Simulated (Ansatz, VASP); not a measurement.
**Mo3S in VASP and in Ansatz**

```
Mo S
1.0
     2.73705    0.00000    0.00000
    -0.91235    2.58051    0.00000
     0.00000    0.00000   19.80824
Mo S
3 1
Direct
  0.50000 0.50000 0.20194
  0.00000 0.00000 0.31069
  0.50000 0.50000 0.41943
  0.83333 0.83333 0.52500
```

Alike in both runs: task single point; functional PBE; k mesh 10 × 10 × 1; occupations gaussian, width 0.1 eV; no spin polarisation.

```csv
,VASP,Ansatz
version,VASP 6.6.1,Ansatz 0.2.0
potentials or method,"VASP PAW PBE potentials, release 64 (Mo_sv, S), cutoff 400 eV","scalar-relativistic, plane waves, PAW"
valence electrons in the cell,48,48
```

VASP gave:

* gap on the k mesh at the Fermi level (eV): none
* rms of the force components (eV/Å): 0.300

Question: What did Ansatz give for the same quantities?

Answer: gap on the k mesh at the Fermi level (eV): none; rms of the force components (eV/Å): 0.294.

Atom by atom the forces differ by 0.013 eV/Å (rms over components). A gap of «none» marks a metal or a gap that the smearing closes.
